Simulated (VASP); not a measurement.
Crystal: WSe2.

```
CELL_PARAMETERS angstrom
1.65107 0.95325 6.57965
-1.65107 0.95325 6.57965
0.00000 -1.90650 6.57965
ATOMIC_POSITIONS crystal
W 0.99998 0.99998 0.99998
Se 0.41765 0.41765 0.41765
Se 0.24903 0.24903 0.24903
```

Program: VASP 6.6.1. Alike in all runs: task single point; no spin polarisation; cell as given; cutoff (eV) 520; smearing gaussian 0.01 eV.

Problem. Order these runs on this cell by their band gap on the k mesh, lowest first.
A. level r2SCAN; potentials or basis VASP PAW PBE potentials, release 64 (W_sv, Se); k mesh 4 × 4 × 4
B. level PBE; potentials or basis VASP PAW PBE potentials, release 64 (W_sv, Se); k mesh 6 × 6 × 6
C. level LDA; potentials or basis VASP PAW LDA potentials, release 64 (W_sv, Se); k mesh 4 × 4 × 4

Solution. B (1.08 eV), C (1.32 eV), A (1.51 eV).

Caveats: some runs use coarse meshes; spin-orbit coupling is left out, which moves the levels of the heavy elements.

A k mesh can miss the band edges.
